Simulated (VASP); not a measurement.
# Pb (Fm-3m) in VASP: further runs

Runs on Pb. Level: PBEsol. Tasks: single point, relaxation of cell and atoms.

Everything below comes from runs of VASP 6.6.1. Logs are shortened: lines on timing, memory, paths and dates and some standing lists are left out, and cuts for length are marked.

## 1. The cell of the first run

The structure is cubic, space group Fm-3m (No. 225). The conventional cell has a = 4.934 Å, b = 4.934 Å, c = 4.934 Å, α = 90.00°, β = 90.00°, γ = 90.00°. Pb (site symmetry m-3m) has 12 Pb at 3.49 Å within 4.6 Å.

## 2. Single point, PBEsol

INCAR

```
SYSTEM = Pb
ALGO     = Normal         ! electronic algorithm
EDIFF    = 1E-6           ! SCF threshold, eV
ENCUT    = 500            ! plane-wave cutoff, eV
GGA      = PS             ! functional
GGA_COMPAT= .FALSE.      
ISIF     = 2              ! what is computed and relaxed
ISMEAR   = 0              ! smearing method
LASPH    = .TRUE.         ! aspherical terms in the spheres
LCHARG   = .FALSE.        ! write CHGCAR
LREAL    = .FALSE.        ! projectors in reciprocal space
LWAVE    = .FALSE.        ! write WAVECAR
NBANDS   = 13             ! bands
NELM     = 120            ! most SCF steps
PREC     = Accurate       ! precision mode
SIGMA    = 0.1            ! smearing width, eV
```

KPOINTS

```
k-points
0
G
  12 12 12
  0 0 0
```

POSCAR

```
Pb
1.0
    3.4891444898      0.0000000000      0.0000000000
   -1.7445722449      3.0216877656      0.0000000000
    1.7445722449      1.0072292552      2.8488745463
Pb
1
Direct
    0.0000000000      0.0000000000      0.0000000000
```

Potentials or basis: VASP PAW PBE potentials, release 64 (Pb_d).

Launch:

```
$ cat potpaw_PBE.64/Pb_d/POTCAR > POTCAR
$ mpirun -np 1 vasp_std > vasp.out
```

OUTCAR:

```text
SYSTEM = Pb
   EDIFF = 1E-6
   ENCUT = 500
   GGA = PS
   ISIF = 2
   ISMEAR = 0
   LASPH = .TRUE.
   LREAL = .FALSE.
   NELM = 120
   PREC = Accurate

 ion  position               nearest neighbor table
   1  0.000  0.000  0.000-

  LATTYP: Found a face centered cubic cell.
 ALAT       =     4.9343954586

  Lattice vectors:

 A1 = (  -3.4891444898,   0.0000000000,   0.0000000000)
 A2 = (  -1.7445722449,   1.0072292552,   2.8488745463)
 A3 = (  -1.7445722449,   3.0216877656,   0.0000000000)

Analysis of symmetry for initial positions (statically):
=====================================================================
 Subroutine PRICEL returns:
 Original cell was already a primitive cell.

 Routine SETGRP: Setting up the symmetry group for a
 face centered cubic supercell.

 Subroutine GETGRP returns: Found 48 space group operations
 (whereof 48 operations were pure point group operations)
 out of a pool of 48 trial point group operations.

The static configuration has the point symmetry O_h .

Analysis of symmetry for dynamics (positions and initial velocities):
=====================================================================
 Subroutine PRICEL returns:
 Original cell was already a primitive cell.

 Routine SETGRP: Setting up the symmetry group for a
 face centered cubic supercell.

 Subroutine GETGRP returns: Found 48 space group operations
 (whereof 48 operations were pure point group operations)
 out of a pool of 48 trial point group operations.

The dynamic configuration has the point symmetry O_h .

 Subroutine INISYM returns: Found 48 space group operations
 (whereof 48 operations are pure point group operations),
 and found     1 'primitive' translations

----------------------------------------------------------------------------------------

                                     Primitive cell

  volume of cell :      30.0360

  direct lattice vectors                    reciprocal lattice vectors
     3.489144490  0.000000000  0.000000000     0.286603207  0.165470439 -0.234010538
    -1.744572245  3.021687766  0.000000000     0.000000000  0.330940877 -0.117005269
     1.744572245  1.007229255  2.848874546     0.000000000  0.000000000  0.351015808

  length of vectors
     3.489144490  3.489144490  3.489144490     0.405318142  0.351015808  0.351015808

  position of ions in fractional coordinates (direct lattice)
     0.000000000  0.000000000  0.000000000

  ion indices of the primitive-cell ions
   primitive index   ion index
                 1           1

----------------------------------------------------------------------------------------

 KPOINTS: k-points

Automatic generation of k-mesh.
 Grid dimensions read from file:
 generate k-points for:   12   12   12

 Generating k-lattice:

  Cartesian coordinates                     Fractional coordinates (reciprocal lattice)
     0.023883601  0.013789203 -0.019500878     0.083333333  0.000000000 -0.000000000
     0.000000000  0.027578406 -0.009750439     0.000000000  0.083333333 -0.000000000
     0.000000000  0.000000000  0.029251317     0.000000000  0.000000000  0.083333333

  Length of vectors
     0.033776512  0.029251317  0.029251317

  Shift w.r.t. Gamma in fractional coordinates (k-lattice)
     0.000000000  0.000000000  0.000000000

 Subroutine IBZKPT returns following result:
 ===========================================

 Found     72 irreducible k-points:

 Following reciprocal coordinates:
            Coordinates               Weight
  0.000000  0.000000  0.000000      1.000000
  0.083333  0.000000 -0.000000      6.000000
  0.166667  0.000000  0.000000      6.000000
  0.250000  0.000000  0.000000      6.000000
  0.333333  0.000000  0.000000      6.000000
  0.416667 -0.000000  0.000000      6.000000
[... 16 lines left out ...]
  0.166667  0.250000  0.000000     24.000000
  0.250000  0.250000  0.000000     24.000000
 [... further k-points ...]
   k-points           NKPTS =     72   k-points in BZ     NKDIM =     72   number of bands    NBANDS=     13
   number of dos      NEDOS =    301   number of ions     NIONS =      1
   total plane-waves  NPLWV =  21952
   dimension x,y,z NGX =    28 NGY =   28 NGZ =   28
   dimension x,y,z NGXF=    56 NGYF=   56 NGZF=   56
   ions per type =               1
   NGX,Y,Z   is equivalent  to a cutoff of  13.34, 13.34, 13.34 a.u.
   NGXF,Y,Z  is equivalent  to a cutoff of  26.68, 26.68, 26.68 a.u.
 SYSTEM =  Pb
   PREC   = accura    normal or accurate (medium, high low for compatibility)
   ISTART =      0    job   : 0-new  1-cont  2-samecut
   ICHARG =      2    charge: 1-file 2-atom 10-const
   ISPIN  =      1    spin polarized calculation?
   LNONCOLLINEAR =      F non collinear calculations
   LSORBIT =      F    spin-orbit coupling
   LASPH  =      T    aspherical Exc in radial PAW
   ENCUT  =  500.0 eV  36.75 Ry    6.06 a.u.   6.36  6.36  6.36*2*pi/ulx,y,z
   NELM   =    120;   NELMIN=  2; NELMDL= -5     # of ELM steps
   EDIFF  = 0.1E-05   stopping-criterion for ELM
   LREAL  =      F    real-space projection
   EDIFFG = 0.1E-04   stopping-criterion for IOM
   NSW    =      0    number of steps for IOM
   IBRION =     -1    ionic relax: 0-MD 1-quasi-New 2-CG
   NFREE  =      0    steps in history (QN), initial steepest desc. (CG)
   ISIF   =      2    stress and relaxation
   ISYM   =      2    0-nonsym 1-usesym 2-fastsym
   POTIM  = 0.5000    time-step for ionic-motion
   TEBEG  =    0.0;   TEEND  =   0.0 temperature during run
   PSTRESS=    0.0 pullay stress
   NELECT =      14.0000    total number of electrons
   NUPDOWN=      -1.0000    fix difference up-down
   EMIN   =  10.00;   EMAX   =-10.00  energy-range for DOS
   EFERMI =   0.00;   METHOD = LEGACY
   ISMEAR =     0;   SIGMA  =   0.10  broadening in eV -4-tet -1-fermi 0-gaus
   EFERMI_NEDOS =   21; number of points for ismear=-14 and -15
   IALGO  =     38    algorithm
   IMIX   =      4    mixing-type and parameters
     AMIX     =   0.40;   BMIX     =  1.00
     AMIX_MAG =   1.60;   BMIX_MAG =  1.00
  volume/ion in A,a.u.               =      30.04       202.69
  Fermi-wavevector in a.u.,A,eV,Ry     =   1.269317  2.398662 21.921252  1.611167
  Thomas-Fermi vector in A             =   2.402365
   LORBIT       =      0    0 simple, 1 ext, 2 COOP (PROOUT), +10 PAW based schemes
   GGA     = PS    functional components
   LHFCALC =     F    Hartree Fock is set to
   AEXX    =    0.0000 exact exchange contribution
   IVDW    =     0    specifies the selected vdW correction
   LEPSILON=     F    determine dielectric tensor
   LRPA    =     F    only Hartree local field effects (RPA)
 non-spin polarized calculation
 Gauss-broadening in eV      SIGMA  =   0.10
  energy-cutoff  :      500.00
  volume of cell :       30.04
 maximum number of plane-waves:       778
 NGX is ok and might be reduce to    28
   NGX = 13   NGY = 13   NGZ = 13

 number of electron      13.9999999 magnetization

 Free energy of the ion-electron system (eV)
  ---------------------------------------------------
  ext. energy  EPLUGINS =         0.00000000
  ---------------------------------------------------
  free energy    TOTEN  =        -3.98642690 eV

  energy without entropy =       -3.97985175  energy(sigma->0) =       -3.98313932

 E-fermi :   7.2400     XC(G=0): -10.3857

 val. band max:        7.2395316963   @ k =  -0.2500   0.3333  -0.0000
 cond. band min:       7.2926069682   @ k =   0.4167   0.1667   0.0833
 fundamental gap:      0.0530752718
 Fermi energy:         7.2399703826

 k-point     1 :       0.0000    0.0000    0.0000
  band No.  band energies     occupation
      1      -9.7813      2.00000
      2      -9.7813      2.00000
      3      -9.7813      2.00000
      4      -9.6353      2.00000
      5      -9.6353      2.00000
      6      -4.6241      2.00000
      7      14.6957      0.00000
      8      14.6957      0.00000
      9      14.6957      0.00000
     10      16.9778      0.00000
     11      18.6458      0.00000
     12      19.7578      0.00000
     13      19.7578      0.00000

 k-point     2 :       0.0833    0.0000   -0.0000
  band No.  band energies     occupation
      1      -9.7929      2.00000
      2      -9.7611      2.00000
      3      -9.7611      2.00000
      4      -9.6473      2.00000
      5      -9.6268      2.00000
      6      -4.4440      2.00000
      7      13.6109      0.00000
      8      13.9475      0.00000
      9      13.9475      0.00000
     10      16.4334      0.00000
     11      19.4853      0.00000
     12      20.4325      0.00000
     13      20.6167      0.00000

 k-point     3 :       0.1667    0.0000    0.0000
  band No.  band energies     occupation
      1      -9.8244      2.00000
      2      -9.7051      2.00000
      3      -9.7051      2.00000
      4      -9.6830      2.00000
      5      -9.6035      2.00000
      6      -3.9034      2.00000
      7      11.6856      0.00000
      8      12.5435      0.00000
      9      12.5435      0.00000
     10      15.5607      0.00000
     11      17.0110      0.00000
     12      22.4179      0.00000
     13      22.6413      0.00000
[... 305 lines left out ...]
 k-point    23 :       0.1667    0.2500    0.0000
  band No.  band energies     occupation
      1      -9.8262      2.00000
      2      -9.7411      2.00000
      3      -9.6895      2.00000
      4      -9.5978      2.00000
      5      -9.5016      2.00000
      6      -1.7272      2.00000
      7       5.3598      2.00000
      8      10.5988      0.00000
      9      11.3950      0.00000
     10      14.8065      0.00000
     11      19.1880      0.00000
     12      20.5849      0.00000
     13      21.0035      0.00000

 k-point    24 :       0.2500    0.2500    0.0000
  band No.  band energies     occupation
      1      -9.8521      2.00000
      2      -9.7441      2.00000
      3      -9.6322      2.00000
      4      -9.5836      2.00000
      5      -9.4873      2.00000
      6      -0.5987      2.00000
      7       4.7265      2.00000
      8       8.2427      0.00000
      9      10.6393      0.00000
     10      14.0684      0.00000
     11      18.8989      0.00000
     12      21.7622      0.00000
     13      22.0793      0.00000

 [... further k-points ...]

------------------------ aborting loop because EDIFF is reached ----------------------------------------

  FORCE on cell =-STRESS in cart. coord.  units (eV):
  Direction    XX          YY          ZZ          XY          YZ          ZX
  --------------------------------------------------------------------------------------
  -------------------------------------------------------------------------------------
  Total        0.0306930      0.0306930      0.0306930     -0.0000000      0.0000000      0.0000000
  in kB        1.6372260      1.6372260      1.6372260     -0.0000000      0.0000000      0.0000000
  external PRESSURE =       1.6372260 kB  Pullay stress =       0.0000000 kB

 VOLUME and BASIS-vectors are now :
 -----------------------------------------------------------------------------
  energy-cutoff  :      500.00
  volume of cell :       30.04
      direct lattice vectors                 reciprocal lattice vectors
     3.489144490  0.000000000  0.000000000     0.286603207  0.165470439 -0.234010538
    -1.744572245  3.021687766  0.000000000     0.000000000  0.330940877 -0.117005269
     1.744572245  1.007229255  2.848874546     0.000000000  0.000000000  0.351015808

 POSITION                                       TOTAL-FORCE (eV/Angst)
 -----------------------------------------------------------------------------------
      0.00000      0.00000      0.00000        -0.000000      0.000000      0.000000
 -----------------------------------------------------------------------------------
    total drift:                               -0.000000     -0.000000     -0.000000

  FREE ENERGIE OF THE ION-ELECTRON SYSTEM (eV)
  ---------------------------------------------------
  free  energy   TOTEN  =        -3.9864268967 eV

  energy  without entropy=       -3.9798517516  energy(sigma->0) =       -3.98313932
```

Wall time 10 s (1 thread of Intel Xeon 6975P-C (Granite Rapids), shared host); peak memory 0.17 GiB.

Results:

```yaml
Free_energy: -3.9864 eV
Pressure: 0.2 GPa
Band_gap_on_the_k_mesh: zero (bands 7 and 8 overlap by 9.06 eV)
```

Caveat: the PAW data sets were made with another functional, which shifts forces and pressure a little; spin-orbit coupling is left out, which moves the levels of the heavy elements.

(Continued in part 2 of 2.)
